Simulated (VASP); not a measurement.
# Sb (Im-3m) in VASP: notebook, part 2 of 2

VASP 6.6.1. The steps go on from the part before.

**5. Single point, PBE (volume scaled by 0.9)**

Contents of INCAR:

```
SYSTEM = Sb
PREC = Accurate ; ENCUT = 500
EDIFF = 1E-6 ; ISMEAR = -1
SIGMA = 0.1 ; LREAL = .False.
LASPH = .True. ; NELM = 120
ALGO = Normal ; ISIF = 2
LWAVE = .False. ; LCHARG = .False.
GGA = PE ; NBANDS = 8
GGA_COMPAT = .False.
```

Contents of KPOINTS:

```
regular mesh
0
Gamma
  16 16 16
  0 0 0
```

Contents of POSCAR:

```
Sb
1.0
   -1.8308359304      1.8308359304      1.8308359304
    1.8308359304     -1.8308359304      1.8308359304
    1.8308359304      1.8308359304     -1.8308359304
Sb
1
Direct
    0.0000000000      0.0000000000      0.0000000000
```

Potentials or basis: VASP PAW PBE potentials, release 64 (Sb).

Launch:

```
> cat potpaw_PBE.64/Sb/POTCAR > POTCAR
> mpirun -np 1 vasp_std > vasp.out
```

OUTCAR:

```text
SYSTEM = Sb
   PREC = Accurate
   ENCUT = 500
   EDIFF = 1E-6
   ISMEAR = -1
   LREAL = .False.
   LASPH = .True.
   NELM = 120
   ISIF = 2
   GGA = PE

 ion  position               nearest neighbor table
   1  0.000  0.000  0.000-

  LATTYP: Found a body centered cubic cell.
 ALAT       =     3.6616718608

  Lattice vectors:

 A1 = (  -1.8308359304,   1.8308359304,   1.8308359304)
 A2 = (   1.8308359304,  -1.8308359304,   1.8308359304)
 A3 = (   1.8308359304,   1.8308359304,  -1.8308359304)

Analysis of symmetry for initial positions (statically):
=====================================================================
 Subroutine PRICEL returns:
 Original cell was already a primitive cell.

 Routine SETGRP: Setting up the symmetry group for a
 body centered cubic supercell.

 Subroutine GETGRP returns: Found 48 space group operations
 (whereof 48 operations were pure point group operations)
 out of a pool of 48 trial point group operations.

The static configuration has the point symmetry O_h .

Analysis of symmetry for dynamics (positions and initial velocities):
[... 158 lines left out ...]
 val. band max:        9.6848781545   @ k =   0.2500   0.1875   0.1250
 cond. band min:       9.7401254030   @ k =  -0.4375   0.5000   0.3125
 fundamental gap:      0.0552472485
 Fermi energy:         9.6876451047

 k-point     1 :       0.0000    0.0000    0.0000
  band No.  band energies     occupation
      1      -3.8954      2.00000
      2      15.9633      0.00000
      3      15.9633      0.00000
      4      15.9633      0.00000
      5      20.6191      0.00000
      6      20.6191      0.00000
      7      20.6191      0.00000
      8      21.5784      0.00000
[... 243 lines left out ...]
 k-point    24 :       0.2500    0.1875    0.0000
  band No.  band energies     occupation
      1      -0.6825      2.00000
      2       6.8291      2.00000
      3       9.2615      1.97218
      4      12.9771      0.00000
      5      18.2418      0.00000
      6      19.5940      0.00000
      7      22.1169      0.00000
      8      24.2304      0.00000

 [... further k-points ...]

------------------------ aborting loop because EDIFF is reached ----------------------------------------

  FORCE on cell =-STRESS in cart. coord.  units (eV):
  Direction    XX          YY          ZZ          XY          YZ          ZX
  --------------------------------------------------------------------------------------
  -------------------------------------------------------------------------------------
  Total        1.1887699      1.1887699      1.1887699      0.0000000      0.0000000      0.0000000
  in kB       77.5889926     77.5889926     77.5889926      0.0000000      0.0000000      0.0000000
  external PRESSURE =      77.5889926 kB  Pullay stress =       0.0000000 kB

 VOLUME and BASIS-vectors are now :
 -----------------------------------------------------------------------------
  energy-cutoff  :      500.00
  volume of cell :       24.55
      direct lattice vectors                 reciprocal lattice vectors
    -1.830835930  1.830835930  1.830835930     0.000000000  0.273099294  0.273099294
     1.830835930 -1.830835930  1.830835930     0.273099294  0.000000000  0.273099294
     1.830835930  1.830835930 -1.830835930     0.273099294  0.273099294  0.000000000

 POSITION                                       TOTAL-FORCE (eV/Angst)
 -----------------------------------------------------------------------------------
      0.00000      0.00000      0.00000         0.000000     -0.000000      0.000000
 -----------------------------------------------------------------------------------
    total drift:                                0.000000     -0.000000     -0.000000

  FREE ENERGIE OF THE ION-ELECTRON SYSTEM (eV)
  ---------------------------------------------------
  free  energy   TOTEN  =        -3.8596931327 eV

  energy  without entropy=       -3.8399962443  energy(sigma->0) =       -3.84984469
```

OSZICAR:

```text
N       E                     dE             d eps       ncg     rms          rms(c)
DAV:   1     0.501676825467E+01    0.50168E+01   -0.16500E+03  2328   0.398E+02
DAV:   2    -0.377386546836E+01   -0.87906E+01   -0.83869E+01  3288   0.524E+01
DAV:   3    -0.386264453735E+01   -0.88779E-01   -0.88642E-01  2896   0.594E+00
DAV:   4    -0.386289049879E+01   -0.24596E-03   -0.24595E-03  3440   0.373E-01
DAV:   5    -0.386289097236E+01   -0.47356E-06   -0.47459E-06  3000   0.112E-02    0.207E+00
DAV:   6    -0.386083568037E+01    0.20553E-02   -0.11960E-03  2992   0.192E-01    0.121E+00
DAV:   7    -0.385967939920E+01    0.11563E-02   -0.27274E-03  2712   0.285E-01    0.560E-02
DAV:   8    -0.385969263733E+01   -0.13238E-04   -0.46257E-05  3208   0.517E-02    0.543E-03
DAV:   9    -0.385969313273E+01   -0.49540E-06   -0.51618E-07  3104   0.546E-03
   1 F= -.38596931E+01 E0= -.38498447E+01  d E =-.196969E-01
```

Wall time 11 s (1 thread of Intel Xeon Platinum 8259CL at 2.50GHz (Skylake/Cascade Lake), shared host); peak memory 0.15 GiB.

Results:

```yaml
Free_energy: -3.8597 eV
Pressure: 7.8 GPa
```

Levels at points of the mesh, in eV from the Fermi level:
```csv
k point,band 1,band 2,band 3,band 4,band 5,band 6,band 7
"(0.00, 0.00, 0.00)",-13.58,6.28,6.28,6.28,10.93,10.93,10.93
"(0.50, 0.00, 0.00)",-8.96,-6.17,1.93,4.06,6.78,7.06,14.42
"(0.50, 0.50, 0.50)",-5.11,-2.19,-2.19,-2.19,2.79,2.79,18.07
```

Caveat: the cell differs from its parent crystal (volume scaled by 0.9); spin-orbit coupling is left out, which moves the levels of the heavy elements.

**6. Single point, PBE**

This run uses another cell than the first one, of 27.28 Å³/atom, 1.250 times its volume.

Contents of INCAR:

```
PREC = Accurate
ENCUT = 500
EDIFF = 1E-6
ISMEAR = -1
SIGMA = 0.1
LREAL = F
LASPH = T
NELM = 120
ALGO = Normal
ISIF = 2
LWAVE = F
LCHARG = F
GGA = PE
NBANDS = 8
GGA_COMPAT = F
```

Contents of KPOINTS:

```
Automatic mesh
0
Gamma
  16 16 16
```

Contents of POSCAR:

```
Sb
1.0
   -1.8962776387      1.8962776387      1.8962776387
    1.8962776387     -1.8962776387      1.8962776387
    1.8962776387      1.8962776387     -1.8962776387
Sb
1
Direct
    0.0000000000      0.0000000000      0.0000000000
```

Potentials or basis: VASP PAW PBE potentials, release 64 (Sb).

Launch:

```
> cat potpaw_PBE.64/Sb/POTCAR > POTCAR
> mpirun -np 1 vasp_std > vasp.out
```

OUTCAR:

```text
PREC = Accurate
   ENCUT = 500
   EDIFF = 1E-6
   ISMEAR = -1
   LREAL = F
   LASPH = T
   NELM = 120
   ISIF = 2
   GGA = PE

 ion  position               nearest neighbor table
   1  0.000  0.000  0.000-

  LATTYP: Found a body centered cubic cell.
 ALAT       =     3.7925552774

  Lattice vectors:

 A1 = (  -1.8962776387,   1.8962776387,   1.8962776387)
 A2 = (   1.8962776387,  -1.8962776387,   1.8962776387)
 A3 = (   1.8962776387,   1.8962776387,  -1.8962776387)

Analysis of symmetry for initial positions (statically):
=====================================================================
 Subroutine PRICEL returns:
 Original cell was already a primitive cell.

 Routine SETGRP: Setting up the symmetry group for a
 body centered cubic supercell.

 Subroutine GETGRP returns: Found 48 space group operations
 (whereof 48 operations were pure point group operations)
 out of a pool of 48 trial point group operations.

The static configuration has the point symmetry O_h .

Analysis of symmetry for dynamics (positions and initial velocities):
=====================================================================
 Subroutine PRICEL returns:
[... 158 lines left out ...]
 fundamental gap:      0.0297722551
 Fermi energy:         8.2449136908

 k-point     1 :       0.0000    0.0000    0.0000
  band No.  band energies     occupation
      1      -4.4597      2.00000
      2      13.6699      0.00000
      3      13.6699      0.00000
      4      13.6699      0.00000
      5      18.7786      0.00000
      6      18.7786      0.00000
      7      18.7786      0.00000
      8      20.0668      0.00000
[... 243 lines left out ...]
 k-point    24 :       0.2500    0.1875    0.0000
  band No.  band energies     occupation
      1      -1.6085      2.00000
      2       5.5294      2.00000
      3       7.9556      1.89505
      4      11.2648      0.00000
      5      16.3304      0.00000
      6      17.7343      0.00000
      7      20.1499      0.00000
      8      22.1003      0.00000

 [... further k-points ...]

------------------------ aborting loop because EDIFF is reached ----------------------------------------

  FORCE on cell =-STRESS in cart. coord.  units (eV):
  Direction    XX          YY          ZZ          XY          YZ          ZX
  --------------------------------------------------------------------------------------
  -------------------------------------------------------------------------------------
  Total       -0.0251888     -0.0251888     -0.0251888      0.0000000      0.0000000      0.0000000
  in kB       -1.4796285     -1.4796285     -1.4796285      0.0000000      0.0000000      0.0000000
  external PRESSURE =      -1.4796285 kB  Pullay stress =       0.0000000 kB

 VOLUME and BASIS-vectors are now :
 -----------------------------------------------------------------------------
  energy-cutoff  :      500.00
  volume of cell :       27.28
      direct lattice vectors                 reciprocal lattice vectors
    -1.896277639  1.896277639  1.896277639     0.000000000  0.263674469  0.263674469
     1.896277639 -1.896277639  1.896277639     0.263674469  0.000000000  0.263674469
     1.896277639  1.896277639 -1.896277639     0.263674469  0.263674469  0.000000000

 POSITION                                       TOTAL-FORCE (eV/Angst)
 -----------------------------------------------------------------------------------
      0.00000      0.00000      0.00000         0.000000     -0.000000     -0.000000
 -----------------------------------------------------------------------------------
    total drift:                                0.000000      0.000000     -0.000000

  FREE ENERGIE OF THE ION-ELECTRON SYSTEM (eV)
  ---------------------------------------------------
  free  energy   TOTEN  =        -3.9181401269 eV

  energy  without entropy=       -3.8963871709  energy(sigma->0) =       -3.90726365
```

Wall time 20 s (1 thread of Intel Xeon 8259CL, shared host); peak memory 0.15 GiB.

What came out:

```
Free energy : -3.9181 eV
Pressure    : -0.1 GPa
```

Caveat: spin-orbit coupling is left out, which moves the levels of the heavy elements.

**7. Overview**

| cell | gap on the mesh (eV) | pressure (GPa) |
| --- | --- | --- |
| a = 3.049 Å, angles 109.5°, 1 atom | none | 22.0 |
| a = 3.171 Å, angles 109.5°, 1 atom | none | 7.8 |
| a = 3.284 Å, angles 109.5°, 1 atom | none | -0.1 |

Alike in all rows: task single point; level PBE; potentials or basis VASP PAW PBE potentials, release 64 (Sb); no spin polarisation; k mesh 16 × 16 × 16; cutoff (eV) 500; smearing fermi-dirac 0.1 eV.

Caveats: spin-orbit coupling is left out, which moves the levels of the heavy elements.

Total energies depend on the potentials used, so only differences within one code and one set of settings carry meaning.
